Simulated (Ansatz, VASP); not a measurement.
# KTaO3 in VASP and in Ansatz

File INCAR:

```
PREC = Accurate ; ENCUT = 520
EDIFF = 1E-6 ; ISMEAR = 0
SIGMA = 0.05 ; LREAL = False
LASPH = True ; NELM = 80
ALGO = Normal ; ISIF = 2
LWAVE = False ; LCHARG = False
GGA = PS ; NBANDS = 27
```

File KPOINTS:

```
Automatic mesh
0
Gamma
  8 8 8
```

File POSCAR:

```
KTaO3
1.0
    3.9813054462      0.0000000000      0.0000000000
    0.0000000000      3.9813054462      0.0000000000
    0.0000000000      0.0000000000      3.6739486658
K Ta O
1 1 3
Direct
    0.5000000000      0.5000000000      0.5000000000
    0.0000000000      0.0000000000      0.0000000000
    0.5000000000      0.0000000000      0.0000000000
    0.0000000000      0.5000000000      0.0000000000
    0.0000000000      0.0000000000      0.5000000000
```

Input for Ansatz:

```yaml
crystal:
  lattice:
    - [3.9813054462, 0.0, 0.0]
    - [0.0, 3.9813054462, 0.0]
    - [0.0, 0.0, 3.6739486658]
  atoms:
    - { symbol: K, position: [0.5, 0.5, 0.5] }
    - { symbol: Ta, position: [0.0, 0.0, 0.0] }
    - { symbol: O, position: [0.5, 0.0, 0.0] }
    - { symbol: O, position: [0.0, 0.5, 0.0] }
    - { symbol: O, position: [0.0, 0.0, 0.5] }
basis:
  ecutwfc: 520.0
kpoints:
  mp_grid: { grid: [8, 8, 8] }
hamiltonian:
  xc: pbesol
  pseudopotentials: { kind: paw }
scf:
  occupations: { method: gaussian, width: 0.05 }
output:
  forces: true
  stress: true
  eigenvalues: true
```

Alike in both runs: task single point; functional PBEsol; k mesh 8 × 8 × 8; occupations gaussian, width 0.05 eV; no spin polarisation.

|  | VASP | Ansatz |
| --- | --- | --- |
| version | VASP 6.6.1 | Ansatz 0.2.0 |
| potentials or method | VASP PAW PBE potentials, release 64 (K_sv, Ta_pv, O), cutoff 520 eV | scalar-relativistic, plane waves, PAW |
| valence electrons in the cell | 38 | 40 |

Ansatz gave:

| Quantity | Value |
| --- | --- |
| gap on the k mesh at the Fermi level (eV) | 2.15 |
| least direct gap on the mesh (eV) | 2.59 |
| pressure (GPa) | 23.5 |
| traceless stress, the component that is largest in VASP (GPa) | 31.13 |

Question: Estimate VASP's values.

Answer: gap on the k mesh at the Fermi level (eV): 2.10; least direct gap on the mesh (eV): 2.54; pressure (GPa): 24.8; traceless stress, the component that is largest in VASP (GPa): 31.73.

VASP's potentials were made for PBE, not for PBEsol. VASP's potentials hold 38 valence electrons a cell and Ansatz's 40, so a difference there can come from the potentials and not from the codes.

Neither program's run includes spin-orbit coupling.
